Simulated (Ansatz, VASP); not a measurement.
**As: VASP beside Ansatz**

```
As
1.0
     1.82420    1.05320    3.45764
    -1.82420    1.05320    3.45764
     0.00000   -2.10640    3.45764
As
2
Cartesian
  0.0000 0.0000 8.0256
  0.0000 0.0000 2.3473
```

Alike in both runs: task single point; functional PBE; k mesh 16 × 16 × 16; occupations fermi-dirac, width 0.1 eV; no spin polarisation.

|  | VASP | Ansatz |
| --- | --- | --- |
| version | VASP 6.6.1 | Ansatz 0.2.0 |
| potentials or method | VASP PAW PBE potentials, release 64 (As), cutoff 520 eV | plane waves (420 eV) with PAW, scalar-relativistic |
| valence electrons in the cell | 10 | 30 |

|  | VASP | Ansatz | Ansatz less VASP |
| --- | --- | --- | --- |
| pressure (GPa) | 11.9 | 11.4 | -0.52 |
| traceless stress, the component that is largest in VASP (GPa) | -2.37 | -2.23 | +0.141 |

VASP's potentials hold 10 valence electrons a cell and Ansatz's 30, so a difference there can come from the potentials and not from the codes.
